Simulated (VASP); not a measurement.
# Mg (P-3m1) in VASP: single point with PBEsol

Aim: the single point of Mg with PBEsol.

Program: VASP 6.6.1. These are calculated values, not measurements. Logs are shortened: lines on timing, memory, paths and dates and some standing lists are left out, and cuts for length are marked.

**1. The cell of the first run**

The structure is trigonal, space group P-3m1 (No. 164). Conventional cell: a = 3.136 Å, b = 3.136 Å, c = 10.117 Å, α = 90.00°, β = 90.00°, γ = 120.00°. Within 4.1 Å of Mg (site symmetry 3m) lie 9 Mg at 3.14 to 3.18 Å.

**2. Single point, PBEsol**

INCAR reads:

```
  PREC = Accurate
  ENCUT = 520
  EDIFF = 1E-6
  ISMEAR = -1
  SIGMA = 0.15
  LREAL = False
  LASPH = True
  NELM = 60
  ALGO = Normal
  ISIF = 2
  LWAVE = False
  LCHARG = False
  GGA = PS
  NBANDS = 9
```

KPOINTS reads:

```
regular mesh
0
Gamma
  8 8 3
```

POSCAR reads:

```
Mg
1.0
    3.1362200000      0.0000000000      0.0000000000
   -1.5681100000      2.7160460000      0.0000000000
    0.0000000000      0.0000000000     10.1172250000
Mg
2
Direct
    0.3333333333      0.6666666667      0.8707790000
    0.6666666667      0.3333333333      0.1292210000
```

Potentials or basis: VASP PAW PBE potentials, release 64 (Mg).

On the command line:

```console
> cat potpaw_PBE.64/Mg/POTCAR > POTCAR
> mpirun -np 1 vasp_std > vasp.out
```

OUTCAR:

```text
PREC = Accurate
   ENCUT = 520
   EDIFF = 1E-6
   ISMEAR = -1
   LREAL = False
   LASPH = True
   NELM = 60
   ISIF = 2
   GGA = PS

 ion  position               nearest neighbor table
   1  0.333  0.667  0.871-   2 3.18   2 3.18   2 3.18
   2  0.667  0.333  0.129-   1 3.18   1 3.18   1 3.18

  LATTYP: Found a hexagonal cell.
 ALAT       =     3.1362200000
 C/A-ratio  =     3.2259296223

  Lattice vectors:

 A1 = (   3.1362200000,   0.0000000000,   0.0000000000)
 A2 = (  -1.5681100000,   2.7160460000,   0.0000000000)
 A3 = (   0.0000000000,   0.0000000000,  10.1172250000)

Analysis of symmetry for initial positions (statically):
=====================================================================
 Subroutine PRICEL returns:
 Original cell was already a primitive cell.

 Routine SETGRP: Setting up the symmetry group for a
 hexagonal supercell.

 Subroutine GETGRP returns: Found 12 space group operations
 (whereof 12 operations were pure point group operations)
 out of a pool of 24 trial point group operations.

The static configuration has the point symmetry D_3d.

Analysis of symmetry for dynamics (positions and initial velocities):
=====================================================================
 Subroutine PRICEL returns:
 Original cell was already a primitive cell.

 Routine SETGRP: Setting up the symmetry group for a
 hexagonal supercell.

 Subroutine GETGRP returns: Found 12 space group operations
 (whereof 12 operations were pure point group operations)
 out of a pool of 24 trial point group operations.

The dynamic configuration has the point symmetry D_3d.

 Subroutine INISYM returns: Found 12 space group operations
 (whereof 12 operations are pure point group operations),
 and found     1 'primitive' translations

----------------------------------------------------------------------------------------

                                     Primitive cell

  volume of cell :      86.1797

  direct lattice vectors                    reciprocal lattice vectors
     3.136220000  0.000000000  0.000000000     0.318855182  0.184091138  0.000000000
    -1.568110000  2.716046000  0.000000000     0.000000000  0.368182277  0.000000000
     0.000000000  0.000000000 10.117225000     0.000000000  0.000000000  0.098841332

  length of vectors
     3.136220000  3.136219834 10.117225000     0.368182257  0.368182277  0.098841332

[... 82 lines left out ...]
   NSW    =      0    number of steps for IOM
   IBRION =     -1    ionic relax: 0-MD 1-quasi-New 2-CG
   NFREE  =      0    steps in history (QN), initial steepest desc. (CG)
   ISIF   =      2    stress and relaxation
   ISYM   =      2    0-nonsym 1-usesym 2-fastsym
   POTIM  = 0.5000    time-step for ionic-motion
   TEBEG  =    0.0;   TEEND  =   0.0 temperature during run
   PSTRESS=    0.0 pullay stress
   NELECT =       4.0000    total number of electrons
   NUPDOWN=      -1.0000    fix difference up-down
   EMIN   =  10.00;   EMAX   =-10.00  energy-range for DOS
   EFERMI =   0.00;   METHOD = LEGACY
   ISMEAR =    -1;   SIGMA  =   0.15  broadening in eV -4-tet -1-fermi 0-gaus
   EFERMI_NEDOS =   21; number of points for ismear=-14 and -15
   IALGO  =     38    algorithm
   IMIX   =      4    mixing-type and parameters
     AMIX     =   0.40;   BMIX     =  1.00
     AMIX_MAG =   1.60;   BMIX_MAG =  1.00
  volume/ion in A,a.u.               =      43.09       290.78
  Fermi-wavevector in a.u.,A,eV,Ry     =   0.588337  1.111797  4.709533  0.346141
  Thomas-Fermi vector in A             =   1.635562
   LORBIT       =      0    0 simple, 1 ext, 2 COOP (PROOUT), +10 PAW based schemes
   GGA     = PS    functional components
   LHFCALC =     F    Hartree Fock is set to
   AEXX    =    0.0000 exact exchange contribution
   IVDW    =     0    specifies the selected vdW correction
   LEPSILON=     F    determine dielectric tensor
   LRPA    =     F    only Hartree local field effects (RPA)
 non-spin polarized calculation
  energy-cutoff  :      520.00
  volume of cell :       86.18
 maximum number of plane-waves:      2336
 NGX is ok and might be reduce to    24
   NGX = 11   NGY = 11   NGZ = 37

 number of electron       4.0000000 magnetization

 Free energy of the ion-electron system (eV)
  ---------------------------------------------------
  ext. energy  EPLUGINS =         0.00000000
  ---------------------------------------------------
  free energy    TOTEN  =        -2.75298567 eV

  energy without entropy =       -2.64577451  energy(sigma->0) =       -2.69938009

 E-fermi :  -0.2761     XC(G=0):  -5.8005

 val. band max:       -0.3220408660   @ k =   0.3750   0.1250   0.0000
 cond. band min:      -0.1891300390   @ k =   0.1250   0.1250   0.0000
 fundamental gap:      0.1329108271
 Fermi energy:        -0.2760933208

 k-point     1 :       0.0000    0.0000    0.0000
  band No.  band energies     occupation
      1      -6.3916      2.00000
      2      -4.0074      2.00000
      3      -1.0941      1.99147
      4       2.5755      0.00000
      5       3.3063      0.00000
      6       9.2349      0.00000
      7       9.4846      0.00000
      8      11.8812      0.00000
      9      11.8821      0.00000
[... 265 lines left out ...]
 k-point    24 :       0.2500    0.2500    0.3333
  band No.  band energies     occupation
      1      -2.6553      2.00000
      2      -0.3786      1.32913
      3       1.9787      0.00000
      4       2.3264      0.00000
      5       2.6630      0.00000
      6       4.3329      0.00000
      7       4.9738      0.00000
      8       5.8322      0.00000
      9       7.3142      0.00000

 [... further k-points ...]

------------------------ aborting loop because EDIFF is reached ----------------------------------------

  FORCE on cell =-STRESS in cart. coord.  units (eV):
  Direction    XX          YY          ZZ          XY          YZ          ZX
  --------------------------------------------------------------------------------------
  -------------------------------------------------------------------------------------
  Total       -0.3598321     -0.3598320     -0.1093819      0.0000000      0.0000000      0.0000000
  in kB       -6.6896812     -6.6896803     -2.0335317      0.0000000      0.0000000      0.0000000
  external PRESSURE =      -5.1376311 kB  Pullay stress =       0.0000000 kB

 VOLUME and BASIS-vectors are now :
 -----------------------------------------------------------------------------
  energy-cutoff  :      520.00
  volume of cell :       86.18
      direct lattice vectors                 reciprocal lattice vectors
     3.136220000  0.000000000  0.000000000     0.318855182  0.184091138  0.000000000
    -1.568110000  2.716046000  0.000000000     0.000000000  0.368182277  0.000000000
     0.000000000  0.000000000 10.117225000     0.000000000  0.000000000  0.098841332

 POSITION                                       TOTAL-FORCE (eV/Angst)
 -----------------------------------------------------------------------------------
     -0.00000      1.81070      8.80987        -0.000000      0.000000      0.033118
      1.56811      0.90535      1.30736         0.000000     -0.000000     -0.033118
 -----------------------------------------------------------------------------------
    total drift:                               -0.000000     -0.000000      0.000000

  FREE ENERGIE OF THE ION-ELECTRON SYSTEM (eV)
  ---------------------------------------------------
  free  energy   TOTEN  =        -2.7529856737 eV

  energy  without entropy=       -2.6457745117  energy(sigma->0) =       -2.69938009
```

OSZICAR:

```text
N       E                     dE             d eps       ncg     rms          rms(c)
DAV:   1     0.273587394283E-01    0.27359E-01   -0.12320E+03   450   0.303E+02
DAV:   2    -0.286079366078E+01   -0.28882E+01   -0.27134E+01   638   0.246E+01
DAV:   3    -0.290661628828E+01   -0.45823E-01   -0.45652E-01   595   0.302E+00
DAV:   4    -0.290709446520E+01   -0.47818E-03   -0.47813E-03   645   0.310E-01
DAV:   5    -0.290709971728E+01   -0.52521E-05   -0.52521E-05   648   0.300E-02    0.132E+00
DAV:   6    -0.278023110018E+01    0.12687E+00   -0.31777E-01   483   0.984E-01    0.727E-01
DAV:   7    -0.275267462648E+01    0.27556E-01   -0.12257E-01   521   0.685E-01    0.269E-01
DAV:   8    -0.275148827513E+01    0.11864E-02   -0.60211E-03   492   0.322E-01    0.401E-02
DAV:   9    -0.275171612669E+01   -0.22785E-03   -0.37165E-04   597   0.593E-02    0.354E-02
DAV:  10    -0.275287298144E+01   -0.11569E-02   -0.13188E-03   486   0.915E-02    0.124E-02
DAV:  11    -0.275294563431E+01   -0.72653E-04   -0.47672E-05   548   0.265E-02    0.591E-03
DAV:  12    -0.275298480051E+01   -0.39166E-04   -0.85997E-05   487   0.264E-02    0.100E-03
DAV:  13    -0.275298567372E+01   -0.87321E-06   -0.16306E-06   560   0.580E-03
   1 F= -.27529857E+01 E0= -.26993801E+01  d E =-.107211E+00
```

Wall time 7.6 s (1 thread of Intel Xeon 6975P-C (Granite Rapids), shared host); peak memory 0.19 GiB.

Results:

```
Free energy            : -2.7530 eV
Pressure               : -0.5 GPa
Largest force          : 0.033 eV/Å
Band gap on the k mesh : zero (band 2 reaches -0.32 eV, above the bottom of band 3 at -1.09 eV)
```

Forces in eV/Å, atoms in the order of the input:
```
Mg   0.000  0.000  0.033
Mg   0.000  0.000 -0.033
```

Caveat: the PAW data sets were made with another functional, which shifts forces and pressure a little.
